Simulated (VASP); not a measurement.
# C (I4_1/amd) in VASP: further runs

The runs below take C through single point, with PBEsol.

Program: VASP 6.6.1. These are calculated values, not measurements. Logs are shortened: lines on timing, memory, paths and dates and some standing lists are left out, and cuts for length are marked.

### Step 1. The cell of the first run

It takes space group I4_1/amd (No. 141, tetragonal). Conventional cell: a = 2.239 Å, b = 2.239 Å, c = 4.477 Å, α = 90.00°, β = 90.00°, γ = 90.00°. Within 2.1 Å of C (site symmetry -4m2) lie 4 C at 1.58 Å.

### Step 2. Single point, PBEsol

Contents of INCAR:

```
PREC     = Accurate       # precision mode
ENCUT    = 520            # plane-wave cutoff, eV
EDIFF    = 1E-6           # SCF threshold, eV
ISMEAR   = 0              # smearing method
SIGMA    = 0.05           # smearing width, eV
LREAL    = False          # projectors in reciprocal space
LASPH    = True           # aspherical terms in the spheres
NELM     = 100            # most SCF steps
ALGO     = Normal         # electronic algorithm
ISIF     = 2              # what is computed and relaxed
LWAVE    = False          # write WAVECAR
LCHARG   = False          # write CHGCAR
GGA      = PS             # functional
NBANDS   = 11             # bands
```

Contents of KPOINTS:

```
regular mesh
0
Gamma
  12 12 12
```

Contents of POSCAR:

```
C
1.0
    0.0000000000      1.5831217366      2.2385341356
    1.5831217366      0.0000000000      2.2385341356
    1.5831217366      1.5831217366      0.0000000000
C
2
Direct
    0.5000000000      0.5000000000      0.5000000000
    0.7500000000      0.7500000000      0.7500000000
```

Potentials or basis: VASP PAW PBE potentials, release 64 (C).

On the command line:

```console
$ cat potpaw_PBE.64/C/POTCAR > POTCAR
$ mpirun -np 1 vasp_std > vasp.out
```

OUTCAR:

```text
PREC = Accurate
   ENCUT = 520
   EDIFF = 1E-6
   ISMEAR = 0
   LREAL = False
   LASPH = True
   NELM = 100
   ISIF = 2
   GGA = PS

 ion  position               nearest neighbor table
   1  0.500  0.500  0.500-   2 1.58   2 1.58   2 1.58   2 1.58
   2  0.750  0.750  0.750-   1 1.58   1 1.58   1 1.58   1 1.58

  LATTYP: Found a body centered tetragonal cell.
 ALAT       =     2.2388722308
 C/A-ratio  =     1.9996979772

  Lattice vectors:

 A1 = (  -1.5831217366,   0.0000000000,   2.2385341356)
 A2 = (   1.5831217366,   0.0000000000,   2.2385341356)
 A3 = (   0.0000000000,   1.5831217366,  -2.2385341356)

Analysis of symmetry for initial positions (statically):
=====================================================================
 Subroutine PRICEL returns:
 Original cell was already a primitive cell.

 Routine SETGRP: Setting up the symmetry group for a
 body centered tetragonal supercell.

 Subroutine GETGRP returns: Found 16 space group operations
 (whereof  8 operations were pure point group operations)
 out of a pool of 16 trial point group operations.

The static configuration has the point symmetry D_2d.
 The point group associated with its full space group is D_4h.

Analysis of symmetry for dynamics (positions and initial velocities):
=====================================================================
 Subroutine PRICEL returns:
 Original cell was already a primitive cell.

 Routine SETGRP: Setting up the symmetry group for a
 body centered tetragonal supercell.

 Subroutine GETGRP returns: Found 16 space group operations
 (whereof  8 operations were pure point group operations)
 out of a pool of 16 trial point group operations.

The dynamic configuration has the point symmetry D_2d.
 The point group associated with its full space group is D_4h.

 Subroutine INISYM returns: Found 16 space group operations
 (whereof  8 operations are pure point group operations),
 and found     1 'primitive' translations

----------------------------------------------------------------------------------------

                                     Primitive cell

  volume of cell :      11.2208

  direct lattice vectors                    reciprocal lattice vectors
     0.000000000  1.583121737  2.238534136    -0.315831681  0.315831681  0.223360454
     1.583121737  0.000000000  2.238534136     0.315831681 -0.315831681  0.223360454
     1.583121737  1.583121737  0.000000000     0.315831681  0.315831681 -0.223360454

  length of vectors
     2.741771236  2.741771236  2.238872231     0.499388821  0.499388821  0.499388821

  position of ions in fractional coordinates (direct lattice)
     0.500000000  0.500000000  0.500000000
     0.750000000  0.750000000  0.750000000

  ion indices of the primitive-cell ions
   primitive index   ion index
                 1           1
                 2           2

----------------------------------------------------------------------------------------

 KPOINTS: regular mesh

Automatic generation of k-mesh.
 Grid dimensions read from file:
 generate k-points for:   12   12   12

 Generating k-lattice:

  Cartesian coordinates                     Fractional coordinates (reciprocal lattice)
    -0.026319307  0.026319307  0.018613371     0.083333333  0.000000000  0.000000000
     0.026319307 -0.026319307  0.018613371     0.000000000  0.083333333  0.000000000
     0.026319307  0.026319307 -0.018613371     0.000000000  0.000000000  0.083333333

  Length of vectors
     0.041615735  0.041615735  0.041615735

  Shift w.r.t. Gamma in fractional coordinates (k-lattice)
     0.000000000  0.000000000  0.000000000

 Subroutine IBZKPT returns following result:
 ===========================================

 Found    163 irreducible k-points:

 Following reciprocal coordinates:
            Coordinates               Weight
  0.000000  0.000000  0.000000      1.000000
  0.083333 -0.000000  0.000000      8.000000
  0.166667  0.000000  0.000000      8.000000
  0.250000  0.000000  0.000000      8.000000
  0.333333 -0.000000  0.000000      8.000000
  0.416667  0.000000  0.000000      8.000000
[... 16 lines left out ...]
  0.500000  0.166667  0.000000      8.000000
 -0.416667  0.166667  0.000000      8.000000
 [... further k-points ...]
   k-points           NKPTS =    163   k-points in BZ     NKDIM =    163   number of bands    NBANDS=     11
   number of dos      NEDOS =    301   number of ions     NIONS =      2
   total plane-waves  NPLWV =   7200
   dimension x,y,z NGX =    20 NGY =   20 NGZ =   18
   dimension x,y,z NGXF=    40 NGYF=   40 NGZF=   36
   ions per type =               2
   NGX,Y,Z   is equivalent  to a cutoff of  12.13, 12.13, 13.37 a.u.
   NGXF,Y,Z  is equivalent  to a cutoff of  24.25, 24.25, 26.73 a.u.
 SYSTEM =  unknown system
   PREC   = accura    normal or accurate (medium, high low for compatibility)
   ISTART =      0    job   : 0-new  1-cont  2-samecut
   ICHARG =      2    charge: 1-file 2-atom 10-const
   ISPIN  =      1    spin polarized calculation?
   LNONCOLLINEAR =      F non collinear calculations
   LSORBIT =      F    spin-orbit coupling
   LASPH  =      T    aspherical Exc in radial PAW
   ENCUT  =  520.0 eV  38.22 Ry    6.18 a.u.   5.10  5.10  4.16*2*pi/ulx,y,z
   NELM   =    100;   NELMIN=  2; NELMDL= -5     # of ELM steps
   EDIFF  = 0.1E-05   stopping-criterion for ELM
   LREAL  =      F    real-space projection
   EDIFFG = 0.1E-04   stopping-criterion for IOM
   NSW    =      0    number of steps for IOM
   IBRION =     -1    ionic relax: 0-MD 1-quasi-New 2-CG
   NFREE  =      0    steps in history (QN), initial steepest desc. (CG)
   ISIF   =      2    stress and relaxation
   ISYM   =      2    0-nonsym 1-usesym 2-fastsym
   POTIM  = 0.5000    time-step for ionic-motion
   TEBEG  =    0.0;   TEEND  =   0.0 temperature during run
   PSTRESS=    0.0 pullay stress
   NELECT =       8.0000    total number of electrons
   NUPDOWN=      -1.0000    fix difference up-down
   EMIN   =  10.00;   EMAX   =-10.00  energy-range for DOS
   EFERMI =   0.00;   METHOD = LEGACY
   ISMEAR =     0;   SIGMA  =   0.05  broadening in eV -4-tet -1-fermi 0-gaus
   EFERMI_NEDOS =   21; number of points for ismear=-14 and -15
   IALGO  =     38    algorithm
   IMIX   =      4    mixing-type and parameters
     AMIX     =   0.40;   BMIX     =  1.00
     AMIX_MAG =   1.60;   BMIX_MAG =  1.00
  volume/ion in A,a.u.               =       5.61        37.86
  Fermi-wavevector in a.u.,A,eV,Ry     =   1.462505  2.763734 29.101788  2.138921
  Thomas-Fermi vector in A             =   2.578710
   LORBIT       =      0    0 simple, 1 ext, 2 COOP (PROOUT), +10 PAW based schemes
   GGA     = PS    functional components
   LHFCALC =     F    Hartree Fock is set to
   AEXX    =    0.0000 exact exchange contribution
   IVDW    =     0    specifies the selected vdW correction
   LEPSILON=     F    determine dielectric tensor
   LRPA    =     F    only Hartree local field effects (RPA)
 non-spin polarized calculation
 Gauss-broadening in eV      SIGMA  =   0.05
  energy-cutoff  :      520.00
  volume of cell :       11.22
 maximum number of plane-waves:       313
   NGX = 11   NGY = 11   NGZ =  9

 number of electron       8.0000000 magnetization

 Free energy of the ion-electron system (eV)
  ---------------------------------------------------
  ext. energy  EPLUGINS =         0.00000000
  ---------------------------------------------------
  free energy    TOTEN  =       -16.12518667 eV

  energy without entropy =      -16.12468397  energy(sigma->0) =      -16.12493532

 E-fermi :  12.2217     XC(G=0): -13.6136

 val. band max:       12.2147574287   @ k =   0.5000   0.0000   0.0833
 cond. band min:      12.2297172289   @ k =   0.4167   0.0000   0.4167
 fundamental gap:      0.0149598002
 Fermi energy:        12.2217135617

 k-point     1 :       0.0000    0.0000    0.0000
  band No.  band energies     occupation
      1     -11.6451      2.00000
      2       5.3811      2.00000
      3      12.5437      0.00000
      4      12.5437      0.00000
      5      15.3537      0.00000
      6      15.3537      0.00000
      7      17.9144      0.00000
      8      19.3665      0.00000
      9      29.6142      0.00000
     10      30.3943      0.00000
     11      30.4565      0.00000

 k-point     2 :       0.0833   -0.0000    0.0000
  band No.  band energies     occupation
      1     -11.4378      2.00000
      2       5.1431      2.00000
      3      11.2323      2.00000
      4      12.3166      0.00730
      5      15.0836      0.00000
      6      15.8004      0.00000
      7      18.2046      0.00000
      8      20.2358      0.00000
      9      29.0801      0.00000
     10      30.7622      0.00000
     11      32.2049      0.00000

 k-point     3 :       0.1667    0.0000    0.0000
  band No.  band energies     occupation
      1     -10.8184      2.00000
      2       4.4529      2.00000
      3       8.6499      2.00000
      4      11.9139      2.00000
      5      14.2362      0.00000
      6      16.8073      0.00000
      7      19.1488      0.00000
      8      21.8026      0.00000
      9      29.1751      0.00000
     10      31.6659      0.00000
     11      35.2634      0.00000
[... 267 lines left out ...]
 k-point    23 :       0.5000    0.1667    0.0000
  band No.  band energies     occupation
      1      -6.5335      2.00000
      2      -1.1284      2.00000
      3       1.7775      2.00000
      4      10.1666      2.00000
      5      15.6716      0.00000
      6      21.2460      0.00000
      7      23.1042      0.00000
      8      25.0166      0.00000
      9      29.4815      0.00000
     10      32.4891      0.00000
     11      38.4795      0.00000

 k-point    24 :      -0.4167    0.1667    0.0000
  band No.  band energies     occupation
      1      -4.9196      2.00000
      2      -2.7144      2.00000
      3       1.3809      2.00000
      4      10.6830      2.00000
      5      15.0998      0.00000
      6      20.8152      0.00000
      7      22.7881      0.00000
      8      24.3702      0.00000
      9      31.2225      0.00000
     10      33.0423      0.00000
     11      36.4790      0.00000

 [... further k-points ...]

------------------------ aborting loop because EDIFF is reached ----------------------------------------

  FORCE on cell =-STRESS in cart. coord.  units (eV):
  Direction    XX          YY          ZZ          XY          YZ          ZX
  --------------------------------------------------------------------------------------
  -------------------------------------------------------------------------------------
  Total        9.6524498      9.6524498    -17.8977322      0.0000000      0.0000000     -0.0000000
  in kB     1378.2430001   1378.2430001  -2555.5609657      0.0000000      0.0000000     -0.0000000
  external PRESSURE =      66.9750115 kB  Pullay stress =       0.0000000 kB

 VOLUME and BASIS-vectors are now :
 -----------------------------------------------------------------------------
  energy-cutoff  :      520.00
  volume of cell :       11.22
      direct lattice vectors                 reciprocal lattice vectors
     0.000000000  1.583121737  2.238534136    -0.315831681  0.315831681  0.223360454
     1.583121737  0.000000000  2.238534136     0.315831681 -0.315831681  0.223360454
     1.583121737  1.583121737  0.000000000     0.315831681  0.315831681 -0.223360454

 POSITION                                       TOTAL-FORCE (eV/Angst)
 -----------------------------------------------------------------------------------
      1.58312      1.58312      2.23853        -0.000000     -0.000000     -0.000000
      2.37468      2.37468      3.35780         0.000000      0.000000      0.000000
 -----------------------------------------------------------------------------------
    total drift:                                0.000000     -0.000000      0.000000

  FREE ENERGIE OF THE ION-ELECTRON SYSTEM (eV)
  ---------------------------------------------------
  free  energy   TOTEN  =       -16.1251866715 eV

  energy  without entropy=      -16.1246839707  energy(sigma->0) =      -16.12493532
```

It took 9.1 s on 1 thread of Intel Xeon Platinum 8375C at 2.90GHz (Ice Lake), shared host; peak memory 0.12 GiB.

What came out:

```
Free energy            : -16.1252 eV
Pressure               : 6.7 GPa
Band gap on the k mesh : zero (band 4 reaches 12.58 eV, above the bottom of band 5 at 11.76 eV)
```

Stress tensor (GPa, compression positive):
```
 137.82    0.00    0.00
   0.00  137.82    0.00
   0.00    0.00 -255.56
```

Caveat: the PAW data sets were made with another functional, which shifts forces and pressure a little.

### Step 3. Single point, PBEsol

This run uses another cell than the first one, of the same volume but with other edges.

Contents of INCAR:

```
SYSTEM = C
ALGO = Normal
EDIFF = 1E-6
ENCUT = 520
GGA = PS
ISIF = 2
ISMEAR = 0
LASPH = .True.
LCHARG = .False.
LREAL = .False.
LWAVE = .False.
NBANDS = 11
NELM = 80
PREC = Accurate
SIGMA = 0.05
```

Contents of KPOINTS:

```
k-points
0
Gamma
  12 12 12
  0 0 0
```

Contents of POSCAR:

```
C
1.0
    0.0000000000      1.8758199042      1.5944469185
    1.8758199042      0.0000000000      1.5944469185
    1.8758199042      1.8758199042      0.0000000000
C
2
Direct
    0.5000000000      0.5000000000      0.5000000000
    0.7500000000      0.7500000000      0.7500000000
```

Potentials or basis: VASP PAW PBE potentials, release 64 (C).

On the command line:

```console
$ cat potpaw_PBE.64/C/POTCAR > POTCAR
$ mpirun -np 1 vasp_std > vasp.out
```

Wall time 8.6 s (1 thread of Intel Xeon Platinum 8375C at 2.90GHz (Ice Lake), shared host); peak memory 0.12 GiB.

The run converged. Its results:

| Property | Result |
| --- | --- |
| Free energy | -18.7427 eV |
| Pressure | 1.3 GPa |
| Band gap on the k mesh | 0.16 eV, indirect (least direct gap 3.13 eV) |

Stress tensor (GPa, compression positive):
```
-40.38   0.00   0.00
  0.00 -40.38   0.00
  0.00   0.00  84.63
```

Levels at points of the mesh, in eV from the valence-band top:
| k point | band 1 | band 2 | band 3 | band 4 | band 5 | band 6 | band 7 | band 8 |
| --- | --- | --- | --- | --- | --- | --- | --- | --- |
| (0.00, 0.00, 0.00) | -23.05 | -2.07 | -2.07 | 0.00 | 3.13 | 5.11 | 5.11 | 11.95 |
| (0.50, 0.00, 0.00) | -17.04 | -14.89 | -5.47 | -2.99 | 4.78 | 6.26 | 10.18 | 14.54 |
| (0.50, 0.50, 0.00) | -12.41 | -12.41 | -9.24 | -9.24 | 0.84 | 0.84 | 15.88 | 15.88 |
| (0.50, 0.00, 0.50) | -15.02 | -15.02 | -6.75 | -6.75 | 4.75 | 4.75 | 14.11 | 14.11 |

Caveat: the PAW data sets were made with another functional, which shifts forces and pressure a little. A k mesh can miss the band edges.
